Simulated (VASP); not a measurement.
# PbF2 (Fm-3m) in VASP: single point with r2SCAN

Aim: the single point of PbF2 with r2SCAN.

Program: VASP 6.6.1. These are calculated values, not measurements. Logs are shortened: lines on timing, memory, paths and dates and some standing lists are left out, and cuts for length are marked.

## Step 1: The cell of the first run

It takes space group Fm-3m (No. 225, cubic). The conventional cell has a = 5.940 Å, b = 5.940 Å, c = 5.940 Å, α = 90.00°, β = 90.00°, γ = 90.00°. Within 3.4 Å of Pb (site symmetry m-3m) lie 8 F at 2.57 Å. F (site symmetry -43m) has 4 Pb at 2.57 Å and 6 F at 2.97 Å within 3.4 Å.

## Step 2: Single point, r2SCAN

File POSCAR:

```
PbF2
1.0
    0.0000000000      2.9698479669      2.9698479669
    2.9698479669      0.0000000000      2.9698479669
    2.9698479669      2.9698479669      0.0000000000
Pb F
1 2
Direct
    0.0000000000      0.0000000000      0.0000000000
    0.2500000000      0.2500000000      0.2500000000
    0.7500000000      0.7500000000      0.7500000000
```

File INCAR.step1:

```
PREC = Accurate
ENCUT = 520
ISMEAR = 0
SIGMA = 0.05
LREAL = F
LASPH = T
NELM = 60
NBANDS = 21
GGA = PE
ALGO = Normal
EDIFF = 1E-4
LWAVE = T
LCHARG = F
```

File INCAR.step2:

```
PREC = Accurate
ENCUT = 520
EDIFF = 1E-6
ISMEAR = 0
SIGMA = 0.05
LREAL = F
LASPH = T
NELM = 60
ALGO = Normal
ISIF = 2
LWAVE = F
LCHARG = T
METAGGA = R2SCAN
LMIXTAU = T
LELF = T
LVHAR = T
NBANDS = 21
ISTART = 1
```

File KPOINTS:

```
Automatic mesh
0
Gamma
  10 10 10
```

Potentials or basis: VASP PAW PBE potentials, release 64 (Pb_d, F).

Run with:

```sh
> cat potpaw_PBE.64/Pb_d/POTCAR potpaw_PBE.64/F/POTCAR > POTCAR
> cp INCAR.step1 INCAR
> mpirun -np 1 vasp_std > vasp.out
> cp INCAR.step2 INCAR
> mpirun -np 1 vasp_std > vasp.out
```

OUTCAR:

```text
PREC = Accurate
   ENCUT = 520
   EDIFF = 1E-6
   ISMEAR = 0
   LREAL = F
   LASPH = T
   NELM = 60
   ISIF = 2
   METAGGA = R2SCAN
   ISTART = 1

 ion  position               nearest neighbor table
   1  0.000  0.000  0.000-   2 2.57   3 2.57   3 2.57   3 2.57   3 2.57   2 2.57   2 2.57   2 2.57

   2  0.250  0.250  0.250-   1 2.57   1 2.57   1 2.57   1 2.57
   3  0.750  0.750  0.750-   1 2.57   1 2.57   1 2.57   1 2.57

  LATTYP: Found a face centered cubic cell.
 ALAT       =     5.9396959338

  Lattice vectors:

 A1 = (   0.0000000000,   2.9698479669,   2.9698479669)
 A2 = (   2.9698479669,   0.0000000000,   2.9698479669)
 A3 = (   2.9698479669,   2.9698479669,   0.0000000000)

Analysis of symmetry for initial positions (statically):
=====================================================================
 Subroutine PRICEL returns:
 Original cell was already a primitive cell.

 Routine SETGRP: Setting up the symmetry group for a
 face centered cubic supercell.

 Subroutine GETGRP returns: Found 48 space group operations
 (whereof 48 operations were pure point group operations)
 out of a pool of 48 trial point group operations.

The static configuration has the point symmetry O_h .

Analysis of symmetry for dynamics (positions and initial velocities):
=====================================================================
 Subroutine PRICEL returns:
 Original cell was already a primitive cell.

 Routine SETGRP: Setting up the symmetry group for a
 face centered cubic supercell.

 Subroutine GETGRP returns: Found 48 space group operations
 (whereof 48 operations were pure point group operations)
 out of a pool of 48 trial point group operations.

The dynamic configuration has the point symmetry O_h .

 Subroutine INISYM returns: Found 48 space group operations
 (whereof 48 operations are pure point group operations),
 and found     1 'primitive' translations

----------------------------------------------------------------------------------------

                                     Primitive cell

  volume of cell :      52.3881

  direct lattice vectors                    reciprocal lattice vectors
     0.000000000  2.969847967  2.969847967    -0.168358787  0.168358787  0.168358787
     2.969847967  0.000000000  2.969847967     0.168358787 -0.168358787  0.168358787
     2.969847967  2.969847967  0.000000000     0.168358787  0.168358787 -0.168358787

  length of vectors
     4.199999273  4.199999273  4.199999273     0.291605972  0.291605972  0.291605972

[... 76 lines left out ...]
   ISPIN  =      1    spin polarized calculation?
   LNONCOLLINEAR =      F non collinear calculations
   LSORBIT =      F    spin-orbit coupling
   LASPH  =      T    aspherical Exc in radial PAW
   ENCUT  =  520.0 eV  38.22 Ry    6.18 a.u.   7.81  7.81  7.81*2*pi/ulx,y,z
   NELM   =     60;   NELMIN=  2; NELMDL=  0     # of ELM steps
   EDIFF  = 0.1E-05   stopping-criterion for ELM
   LREAL  =      F    real-space projection
   EDIFFG = 0.1E-04   stopping-criterion for IOM
   NSW    =      0    number of steps for IOM
   IBRION =     -1    ionic relax: 0-MD 1-quasi-New 2-CG
   NFREE  =      0    steps in history (QN), initial steepest desc. (CG)
   ISIF   =      2    stress and relaxation
   ISYM   =      2    0-nonsym 1-usesym 2-fastsym
   POTIM  = 0.5000    time-step for ionic-motion
   TEBEG  =    0.0;   TEEND  =   0.0 temperature during run
   PSTRESS=    0.0 pullay stress
   NELECT =      28.0000    total number of electrons
   NUPDOWN=      -1.0000    fix difference up-down
   EMIN   =  10.00;   EMAX   =-10.00  energy-range for DOS
   EFERMI =   0.00;   METHOD = LEGACY
   ISMEAR =     0;   SIGMA  =   0.05  broadening in eV -4-tet -1-fermi 0-gaus
   EFERMI_NEDOS =   21; number of points for ismear=-14 and -15
   IALGO  =     38    algorithm
   IMIX   =      4    mixing-type and parameters
     AMIX     =   0.40;   BMIX     =  1.00
     AMIX_MAG =   1.60;   BMIX_MAG =  1.00
  volume/ion in A,a.u.               =      17.46       117.84
  Fermi-wavevector in a.u.,A,eV,Ry     =   1.328566  2.510627 24.015492  1.765089
  Thomas-Fermi vector in A             =   2.457794
   LORBIT       =      0    0 simple, 1 ext, 2 COOP (PROOUT), +10 PAW based schemes
   METAGGA = R2SCAN    functional components
   LHFCALC =     F    Hartree Fock is set to
   AEXX    =    0.0000 exact exchange contribution
   IVDW    =     0    specifies the selected vdW correction
   LEPSILON=     F    determine dielectric tensor
   LRPA    =     F    only Hartree local field effects (RPA)
 non-spin polarized calculation
 Gauss-broadening in eV      SIGMA  =   0.05
  energy-cutoff  :      520.00
  volume of cell :       52.39
 maximum number of plane-waves:      1423
   NGX = 15   NGY = 15   NGZ = 15

 number of electron      28.0000010 magnetization

 Free energy of the ion-electron system (eV)
  ---------------------------------------------------
  ext. energy  EPLUGINS =         0.00000000
  ---------------------------------------------------
  free energy    TOTEN  =       -70.16136823 eV

  energy without entropy =      -70.16136823  energy(sigma->0) =      -70.16136823

 E-fermi :   1.6488     XC(G=0):  -9.9761

 val. band max:        1.4176686850   @ k =  -0.3000   0.4000   0.2000
 cond. band min:       6.3643938532   @ k =   0.5000   0.5000   0.0000
 fundamental gap:      4.9467251682
 Fermi energy:         1.6488246854

 k-point     1 :       0.0000    0.0000    0.0000
  band No.  band energies     occupation
      1     -20.9022      2.00000
      2     -20.3228      2.00000
      3     -13.4267      2.00000
      4     -13.4267      2.00000
      5     -13.4267      2.00000
      6     -13.3794      2.00000
[... 565 lines left out ...]
     20      18.0578      0.00000
     21      19.2508      0.00000

 [... further k-points ...]
[... 5 lines left out ...]
  --------------------------------------------------------------------------------------
  -------------------------------------------------------------------------------------
  Total       -0.2570000     -0.2570000     -0.2570000      0.0000000      0.0000000     -0.0000000
  in kB       -7.8597907     -7.8597907     -7.8597907      0.0000000      0.0000000     -0.0000000
  external PRESSURE =      -7.8597907 kB  Pullay stress =       0.0000000 kB

 VOLUME and BASIS-vectors are now :
 -----------------------------------------------------------------------------
  energy-cutoff  :      520.00
  volume of cell :       52.39
      direct lattice vectors                 reciprocal lattice vectors
     0.000000000  2.969847967  2.969847967    -0.168358787  0.168358787  0.168358787
     2.969847967  0.000000000  2.969847967     0.168358787 -0.168358787  0.168358787
     2.969847967  2.969847967  0.000000000     0.168358787  0.168358787 -0.168358787

 POSITION                                       TOTAL-FORCE (eV/Angst)
 -----------------------------------------------------------------------------------
      0.00000      0.00000      0.00000         0.000000     -0.000000     -0.000000
      1.48492      1.48492      1.48492        -0.000000     -0.000000     -0.000000
      4.45477      4.45477      4.45477         0.000000      0.000000      0.000000
 -----------------------------------------------------------------------------------
    total drift:                                0.000000     -0.000000      0.000000

  FREE ENERGIE OF THE ION-ELECTRON SYSTEM (eV)
  ---------------------------------------------------
  free  energy   TOTEN  =       -70.1613682285 eV

  energy  without entropy=      -70.1613682285  energy(sigma->0) =      -70.16136823
```

OSZICAR.step1:

```text
N       E                     dE             d eps       ncg     rms          rms(c)
DAV:   1     0.299475335595E+03    0.29948E+03   -0.14814E+04  2008   0.153E+03
DAV:   2     0.110910783091E+02   -0.28838E+03   -0.27077E+03  2133   0.427E+02
DAV:   3    -0.155205376550E+02   -0.26612E+02   -0.26340E+02  2355   0.139E+02
DAV:   4    -0.162597424419E+02   -0.73920E+00   -0.73876E+00  2257   0.245E+01
DAV:   5    -0.162867859554E+02   -0.27044E-01   -0.27042E-01  2619   0.482E+00    0.802E+00
DAV:   6    -0.143463683909E+02    0.19404E+01   -0.87853E+00  2673   0.233E+01    0.267E+00
DAV:   7    -0.143444765104E+02    0.18919E-02   -0.45702E-01  2114   0.407E+00    0.157E+00
DAV:   8    -0.143415031237E+02    0.29734E-02   -0.10393E-01  2094   0.354E+00    0.550E-01
DAV:   9    -0.143380721685E+02    0.34310E-02   -0.19899E-02  2637   0.105E+00    0.103E-01
DAV:  10    -0.143392342214E+02   -0.11621E-02   -0.15978E-03  2049   0.345E-01    0.337E-02
DAV:  11    -0.143392175690E+02    0.16652E-04   -0.11994E-04  1884   0.969E-02
   1 F= -.14339218E+02 E0= -.14339218E+02  d E =-.112796E-10
```

It took 1.9 min on 1 thread of Intel Xeon Platinum 8259CL at 2.50GHz (Skylake/Cascade Lake), shared host; peak memory 0.21 GiB.

What came out:

```
Free energy            : -70.1614 eV
Pressure               : -0.8 GPa
Band gap on the k mesh : 4.95 eV, indirect (least direct gap 5.08 eV)
```

Caveat: the PAW data sets were made with another functional, which shifts forces and pressure a little; spin-orbit coupling is left out, which moves the levels of the heavy elements. A k mesh can miss the band edges.
